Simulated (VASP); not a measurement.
# SnO2 (Pnnm) in VASP: single point with PBE

Aim: the single point of SnO2 with PBE.

All numbers are computed with VASP 6.6.1; they aren't measurements. Logs are shortened: lines on timing, memory, paths and dates and some standing lists are left out, and cuts for length are marked.

## 1. The cell of the first run

Symmetry: Pnnm, No. 58, orthorhombic system. The conventional cell has a = 4.788 Å, b = 4.867 Å, c = 3.241 Å, α = 90.00°, β = 90.00°, γ = 90.00°. Sn (site symmetry 2/m) has 6 O at 2.09 to 2.10 Å within 2.8 Å. Within 2.8 Å of O (site symmetry m) lie 3 Sn at 2.09 to 2.10 Å and 1 O at 2.65 Å.

## 2. Single point, PBE

INCAR reads:

```
SYSTEM = SnO2
ALGO     = Normal         ! electronic algorithm
EDIFF    = 1E-6           ! SCF threshold, eV
ENCUT    = 520            ! plane-wave cutoff, eV
GGA      = PE             ! functional
ISIF     = 2              ! what is computed and relaxed
ISMEAR   = 0              ! smearing method
LASPH    = .TRUE.         ! aspherical terms in the spheres
LCHARG   = .FALSE.        ! write CHGCAR
LREAL    = .FALSE.        ! projectors in reciprocal space
LWAVE    = .FALSE.        ! write WAVECAR
NBANDS   = 35             ! bands
NELM     = 60             ! most SCF steps
PREC     = Accurate       ! precision mode
SIGMA    = 0.05           ! smearing width, eV
```

KPOINTS reads:

```
k-points
0
G
  8 8 12
  0 0 0
```

POSCAR reads:

```
SnO2
1.0
    4.7880040000      0.0000000000      0.0000000000
    0.0000000000      4.8665820000      0.0000000000
    0.0000000000      0.0000000000      3.2408980000
Sn O
2 4
Direct
    0.5000000000      0.5000000000      0.5000000000
    0.0000000000      0.0000000000      0.0000000000
    0.2918550000      0.3210420000      0.0000000000
    0.7918550000      0.1789580000      0.5000000000
    0.2081450000      0.8210420000      0.5000000000
    0.7081450000      0.6789580000      0.0000000000
```

Potentials or basis: VASP PAW PBE potentials, release 64 (Sn_d, O).

Launch:

```
> cat potpaw_PBE.64/Sn_d/POTCAR potpaw_PBE.64/O/POTCAR > POTCAR
> mpirun -np 1 vasp_std > vasp.out
```

OUTCAR:

```text
SYSTEM = SnO2
   EDIFF = 1E-6
   ENCUT = 520
   GGA = PE
   ISIF = 2
   ISMEAR = 0
   LASPH = .TRUE.
   LREAL = .FALSE.
   NELM = 60
   PREC = Accurate

 ion  position               nearest neighbor table
   1  0.500  0.500  0.500-   3 2.09   6 2.09   3 2.09   6 2.09   5 2.10   4 2.10
   2  0.000  0.000  0.000-   4 2.09   5 2.09   4 2.09   5 2.09   3 2.10   6 2.10
   3  0.292  0.321  0.000-   1 2.09   1 2.09   2 2.10
   4  0.792  0.179  0.500-   2 2.09   2 2.09   1 2.10
   5  0.208  0.821  0.500-   2 2.09   2 2.09   1 2.10
   6  0.708  0.679  0.000-   1 2.09   1 2.09   2 2.10

  LATTYP: Found a simple orthorhombic cell.
 ALAT       =     3.2408980000
 B/A-ratio  =     1.4773695439
 C/A-ratio  =     1.5016152930

  Lattice vectors:

 A1 = (   0.0000000000,   0.0000000000,   3.2408980000)
 A2 = (   4.7880040000,   0.0000000000,   0.0000000000)
 A3 = (   0.0000000000,   4.8665820000,   0.0000000000)

Analysis of symmetry for initial positions (statically):
=====================================================================
 Subroutine PRICEL returns:
 Original cell was already a primitive cell.

 Routine SETGRP: Setting up the symmetry group for a
 simple orthorhombic supercell.

 Subroutine GETGRP returns: Found  8 space group operations
 (whereof  4 operations were pure point group operations)
 out of a pool of  8 trial point group operations.

The static configuration has the point symmetry C_2h.
 The point group associated with its full space group is D_2h.

Analysis of symmetry for dynamics (positions and initial velocities):
=====================================================================
 Subroutine PRICEL returns:
 Original cell was already a primitive cell.

 Routine SETGRP: Setting up the symmetry group for a
 simple orthorhombic supercell.

 Subroutine GETGRP returns: Found  8 space group operations
 (whereof  4 operations were pure point group operations)
 out of a pool of  8 trial point group operations.

The dynamic configuration has the point symmetry C_2h.
 The point group associated with its full space group is D_2h.

 Subroutine INISYM returns: Found  8 space group operations
 (whereof  4 operations are pure point group operations),
 and found     1 'primitive' translations

----------------------------------------------------------------------------------------

                                     Primitive cell

  volume of cell :      75.5169

  direct lattice vectors                    reciprocal lattice vectors
     4.788004000  0.000000000  0.000000000     0.208855298  0.000000000  0.000000000
     0.000000000  4.866582000  0.000000000     0.000000000  0.205483027  0.000000000
     0.000000000  0.000000000  3.240898000     0.000000000  0.000000000  0.308556456

  length of vectors
     4.788004000  4.866582000  3.240898000     0.208855298  0.205483027  0.308556456

  position of ions in fractional coordinates (direct lattice)
     0.500000000  0.500000000  0.500000000
     0.000000000  0.000000000  0.000000000
     0.291855000  0.321042000  0.000000000
     0.791855000  0.178958000  0.500000000
     0.208145000  0.821042000  0.500000000
     0.708145000  0.678958000  0.000000000

  ion indices of the primitive-cell ions
   primitive index   ion index
                 1           1
                 2           2
                 3           3
                 4           4
                 5           5
                 6           6

----------------------------------------------------------------------------------------

 KPOINTS: k-points

Automatic generation of k-mesh.
 Grid dimensions read from file:
 generate k-points for:    8    8   12

 Generating k-lattice:

  Cartesian coordinates                     Fractional coordinates (reciprocal lattice)
     0.026106912  0.000000000  0.000000000     0.125000000  0.000000000  0.000000000
     0.000000000  0.025685378  0.000000000     0.000000000  0.125000000  0.000000000
     0.000000000  0.000000000  0.025713038     0.000000000  0.000000000  0.083333333

  Length of vectors
     0.026106912  0.025685378  0.025713038

  Shift w.r.t. Gamma in fractional coordinates (k-lattice)
     0.000000000  0.000000000  0.000000000

 Subroutine IBZKPT returns following result:
 ===========================================

 Found    175 irreducible k-points:

 Following reciprocal coordinates:
            Coordinates               Weight
  0.000000  0.000000  0.000000      1.000000
  0.125000  0.000000  0.000000      2.000000
  0.250000  0.000000  0.000000      2.000000
  0.375000  0.000000  0.000000      2.000000
  0.500000  0.000000  0.000000      1.000000
  0.000000  0.125000  0.000000      2.000000
[... 16 lines left out ...]
  0.250000  0.500000  0.000000      2.000000
  0.375000  0.500000  0.000000      2.000000
 [... further k-points ...]
   k-points           NKPTS =    175   k-points in BZ     NKDIM =    175   number of bands    NBANDS=     35
   number of dos      NEDOS =    301   number of ions     NIONS =      6
   total plane-waves  NPLWV =  31104
   dimension x,y,z NGX =    36 NGY =   36 NGZ =   24
   dimension x,y,z NGXF=    72 NGYF=   72 NGZF=   48
   ions per type =               2   4
   NGX,Y,Z   is equivalent  to a cutoff of  12.50, 12.30, 12.31 a.u.
   NGXF,Y,Z  is equivalent  to a cutoff of  25.00, 24.60, 24.62 a.u.
 SYSTEM =  SnO2
   PREC   = accura    normal or accurate (medium, high low for compatibility)
   ISTART =      0    job   : 0-new  1-cont  2-samecut
   ICHARG =      2    charge: 1-file 2-atom 10-const
   ISPIN  =      1    spin polarized calculation?
   LNONCOLLINEAR =      F non collinear calculations
   LSORBIT =      F    spin-orbit coupling
   LASPH  =      T    aspherical Exc in radial PAW
   ENCUT  =  520.0 eV  38.22 Ry    6.18 a.u.   8.90  9.05  6.03*2*pi/ulx,y,z
   NELM   =     60;   NELMIN=  2; NELMDL= -5     # of ELM steps
   EDIFF  = 0.1E-05   stopping-criterion for ELM
   LREAL  =      F    real-space projection
   EDIFFG = 0.1E-04   stopping-criterion for IOM
   NSW    =      0    number of steps for IOM
   IBRION =     -1    ionic relax: 0-MD 1-quasi-New 2-CG
   NFREE  =      0    steps in history (QN), initial steepest desc. (CG)
   ISIF   =      2    stress and relaxation
   ISYM   =      2    0-nonsym 1-usesym 2-fastsym
   POTIM  = 0.5000    time-step for ionic-motion
   TEBEG  =    0.0;   TEEND  =   0.0 temperature during run
   PSTRESS=    0.0 pullay stress
   NELECT =      52.0000    total number of electrons
   NUPDOWN=      -1.0000    fix difference up-down
   EMIN   =  10.00;   EMAX   =-10.00  energy-range for DOS
   EFERMI =   0.00;   METHOD = LEGACY
   ISMEAR =     0;   SIGMA  =   0.05  broadening in eV -4-tet -1-fermi 0-gaus
   EFERMI_NEDOS =   21; number of points for ismear=-14 and -15
   IALGO  =     38    algorithm
   IMIX   =      4    mixing-type and parameters
     AMIX     =   0.40;   BMIX     =  1.00
     AMIX_MAG =   1.60;   BMIX_MAG =  1.00
  volume/ion in A,a.u.               =      12.59        84.94
  Fermi-wavevector in a.u.,A,eV,Ry     =   1.445644  2.731871 28.434627  2.089886
  Thomas-Fermi vector in A             =   2.563802
   LORBIT       =      0    0 simple, 1 ext, 2 COOP (PROOUT), +10 PAW based schemes
   GGA     = PE    functional components
   LHFCALC =     F    Hartree Fock is set to
   AEXX    =    0.0000 exact exchange contribution
   IVDW    =     0    specifies the selected vdW correction
   LEPSILON=     F    determine dielectric tensor
   LRPA    =     F    only Hartree local field effects (RPA)
 non-spin polarized calculation
 Gauss-broadening in eV      SIGMA  =   0.05
  energy-cutoff  :      520.00
  volume of cell :       75.52
 maximum number of plane-waves:      2060
 NGX is ok and might be reduce to    36
   NGX = 17   NGY = 19   NGZ = 13

 number of electron      51.9999998 magnetization

 Free energy of the ion-electron system (eV)
  ---------------------------------------------------
  ext. energy  EPLUGINS =         0.00000000
  ---------------------------------------------------
  free energy    TOTEN  =       -37.29889277 eV

  energy without entropy =      -37.29889277  energy(sigma->0) =      -37.29889277

 E-fermi :   5.7190     XC(G=0): -10.9776

 val. band max:        5.4241585216   @ k =   0.0000   0.0000   0.0000
 cond. band min:       6.2195326131   @ k =   0.0000   0.0000   0.0000
 fundamental gap:      0.7953740915
 Fermi energy:         5.7189838882

 k-point     1 :       0.0000    0.0000    0.0000
  band No.  band energies     occupation
      1     -15.5026      2.00000
      2     -14.8456      2.00000
      3     -14.6585      2.00000
      4     -14.6318      2.00000
      5     -14.6287      2.00000
      6     -14.5657      2.00000
[... 27 lines left out ...]
     34      17.1635      0.00000
     35      17.6082      0.00000

 k-point     2 :       0.1250    0.0000    0.0000
  band No.  band energies     occupation
      1     -15.4816      2.00000
      2     -14.8681      2.00000
      3     -14.6580      2.00000
      4     -14.6309      2.00000
      5     -14.6279      2.00000
      6     -14.5829      2.00000
[... 27 lines left out ...]
     34      17.2160      0.00000
     35      17.6395      0.00000

 k-point     3 :       0.2500    0.0000    0.0000
  band No.  band energies     occupation
      1     -15.4199      2.00000
      2     -14.9418      2.00000
      3     -14.6564      2.00000
      4     -14.6285      2.00000
      5     -14.6261      2.00000
      6     -14.6149      2.00000
[... 27 lines left out ...]
     34      17.4584      0.00000
     35      17.7857      0.00000

 k-point     4 :       0.3750    0.0000    0.0000
  band No.  band energies     occupation
      1     -15.3219      2.00000
      2     -15.0609      2.00000
      3     -14.6533      2.00000
      4     -14.6369      2.00000
      5     -14.6259      2.00000
      6     -14.6245      2.00000
[... 27 lines left out ...]
     34      17.8126      0.00000
     35      17.9758      0.00000

 k-point     5 :       0.5000    0.0000    0.0000
  band No.  band energies     occupation
      1     -15.1966      2.00000
      2     -15.1966      2.00000
      3     -14.6478      2.00000
      4     -14.6478      2.00000
      5     -14.6243      2.00000
      6     -14.6243      2.00000
[... 638 lines left out ...]
 k-point    22 :       0.1250    0.5000    0.0000
  band No.  band energies     occupation
      1     -15.2074      2.00000
      2     -15.2074      2.00000
      3     -14.6462      2.00000
      4     -14.6462      2.00000
      5     -14.6253      2.00000
      6     -14.6253      2.00000
[... 27 lines left out ...]
     34      17.5570      0.00000
     35      17.5737      0.00000

 k-point    23 :       0.2500    0.5000    0.0000
  band No.  band energies     occupation
      1     -15.2309      2.00000
      2     -15.2309      2.00000
      3     -14.6416      2.00000
      4     -14.6416      2.00000
      5     -14.6283      2.00000
      6     -14.6283      2.00000
[... 27 lines left out ...]
     34      17.5714      0.00000
     35      17.5717      0.00000

 k-point    24 :       0.3750    0.5000    0.0000
  band No.  band energies     occupation
      1     -15.2533      2.00000
      2     -15.2533      2.00000
      3     -14.6375      2.00000
      4     -14.6375      2.00000
      5     -14.6311      2.00000
      6     -14.6311      2.00000
[... 27 lines left out ...]
     34      17.6166      0.00000
     35      17.7437      0.00000

 [... further k-points ...]
[... 5 lines left out ...]
  --------------------------------------------------------------------------------------
  -------------------------------------------------------------------------------------
  Total        0.0786395     -0.0212678      0.0144398      0.0000000      0.0000000      0.0000000
  in kB        1.6684282     -0.4512208      0.3063570      0.0000000      0.0000000      0.0000000
  external PRESSURE =       0.5078548 kB  Pullay stress =       0.0000000 kB

 VOLUME and BASIS-vectors are now :
 -----------------------------------------------------------------------------
  energy-cutoff  :      520.00
  volume of cell :       75.52
      direct lattice vectors                 reciprocal lattice vectors
     4.788004000  0.000000000  0.000000000     0.208855298  0.000000000  0.000000000
     0.000000000  4.866582000  0.000000000     0.000000000  0.205483027  0.000000000
     0.000000000  0.000000000  3.240898000     0.000000000  0.000000000  0.308556456

 POSITION                                       TOTAL-FORCE (eV/Angst)
 -----------------------------------------------------------------------------------
      2.39400      2.43329      1.62045        -0.000000     -0.000000     -0.000000
      0.00000      0.00000      0.00000        -0.000000     -0.000000     -0.000000
      1.39740      1.56238      0.00000         0.045942     -0.047643      0.000000
      3.79140      0.87091      1.62045         0.045942      0.047643      0.000000
      0.99660      3.99567      1.62045        -0.045942     -0.047643      0.000000
      3.39060      3.30420      0.00000        -0.045942      0.047643     -0.000000
 -----------------------------------------------------------------------------------
    total drift:                                0.000000      0.000000      0.000000

  FREE ENERGIE OF THE ION-ELECTRON SYSTEM (eV)
  ---------------------------------------------------
  free  energy   TOTEN  =       -37.2988927663 eV

  energy  without entropy=      -37.2988927663  energy(sigma->0) =      -37.29889277
```

Run time: 2.3 min. Hardware: 1 thread of Intel Xeon 6975P-C (Granite Rapids), shared host; peak memory 0.44 GiB.

Results:

* Free energy: -37.2989 eV
* Pressure: 0.1 GPa
* Largest force: 0.066 eV/Å
* Band gap on the k mesh: 0.80 eV, direct

Forces on the atoms (eV/Å):
```
Sn   0.000  0.000  0.000
Sn   0.000  0.000  0.000
O    0.046 -0.048  0.000
O    0.046  0.048  0.000
O   -0.046 -0.048  0.000
O   -0.046  0.048  0.000
```

Stress tensor (GPa, compression positive):
```
 0.17  0.00  0.00
 0.00 -0.05  0.00
 0.00  0.00  0.03
```

Levels at points of the mesh, in eV from the valence-band top:
| k point | band 23 | band 24 | band 25 | band 26 | band 27 | band 28 | band 29 | band 30 |
| --- | --- | --- | --- | --- | --- | --- | --- | --- |
| (0.00, 0.00, 0.00) | -1.13 | -0.62 | -0.61 | 0.00 | 0.80 | 5.74 | 6.08 | 6.24 |
| (0.50, 0.00, 0.00) | -1.11 | -1.11 | -0.43 | -0.43 | 3.86 | 3.86 | 6.67 | 6.67 |
| (0.00, 0.50, 0.00) | -1.10 | -1.10 | -0.55 | -0.55 | 4.02 | 4.02 | 7.11 | 7.11 |
| (0.50, 0.50, 0.00) | -1.23 | -1.23 | -0.72 | -0.72 | 4.34 | 4.34 | 7.20 | 7.20 |
| (0.00, 0.00, 0.50) | -1.43 | -1.43 | -1.04 | -1.04 | 5.64 | 5.64 | 9.43 | 9.43 |
| (0.50, 0.00, 0.50) | -0.81 | -0.81 | -0.71 | -0.71 | 5.94 | 5.94 | 7.79 | 7.79 |
| (0.00, 0.50, 0.50) | -1.02 | -1.02 | -0.60 | -0.60 | 5.84 | 5.84 | 7.56 | 7.56 |
| (0.50, 0.50, 0.50) | -0.83 | -0.83 | -0.66 | -0.66 | 4.42 | 4.42 | 8.69 | 8.69 |

Caveat: spin-orbit coupling is left out, which moves the levels of the heavy elements. A k mesh can miss the band edges.
